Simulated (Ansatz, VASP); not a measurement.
**BaO: VASP beside Ansatz**

File INCAR:

```
PREC = Accurate ; ENCUT = 600
EDIFF = 1E-6 ; ISMEAR = 0
SIGMA = 0.02 ; LREAL = False
LASPH = True ; NELM = 120
ALGO = Normal ; ISIF = 2
LWAVE = False ; LCHARG = True
GGA = PE ; LELF = True
LVHAR = True ; NBANDS = 15
GGA_COMPAT = False
```

File KPOINTS:

```
regular mesh
0
Gamma
  8 8 8
```

File POSCAR:

```
BaO
1.0
    0.0000000000      2.7595318786      2.7595318786
    2.7595318786      0.0000000000      2.7595318786
    2.7595318786      2.7595318786      0.0000000000
Ba O
1 1
Direct
    0.0000000000      0.0000000000      0.0000000000
    0.5000000000      0.5000000000      0.5000000000
```

Input for Ansatz:

```yaml
crystal:
  lattice:
    - [0.0, 2.7595318786, 2.7595318786]
    - [2.7595318786, 0.0, 2.7595318786]
    - [2.7595318786, 2.7595318786, 0.0]
  atoms:
    - { symbol: Ba, position: [0.0, 0.0, 0.0] }
    - { symbol: O, position: [0.5, 0.5, 0.5] }
basis:
  ecutwfc: 420
kpoints:
  mp_grid: { grid: [8, 8, 8] }
hamiltonian:
  xc: pbe
scf:
  occupations: { method: gaussian, width: 0.02 }
  algorithm: direct_min
output:
  forces: true
  eigenvalues: true
  stress: true
```

Alike in both runs: task single point; functional PBE; k mesh 8 × 8 × 8; occupations gaussian, width 0.02 eV; no spin polarisation.

|  | VASP | Ansatz |
| --- | --- | --- |
| version | VASP 6.6.1 | Ansatz 0.2.0 |
| potentials or method | VASP PAW PBE potentials, release 64 (Ba_sv, O), cutoff 600 eV | scalar-relativistic, plane waves, PAW |
| valence electrons in the cell | 16 | 16 |

```csv
,VASP,Ansatz,Ansatz less VASP
gap on the k mesh at the Fermi level (eV),1.94,2.01,+0.067
pressure (GPa),3.9,2.2,-1.71
```

The functional is the same, so the differences come from potentials, cutoffs and numerics.

Neither program's run includes spin-orbit coupling.
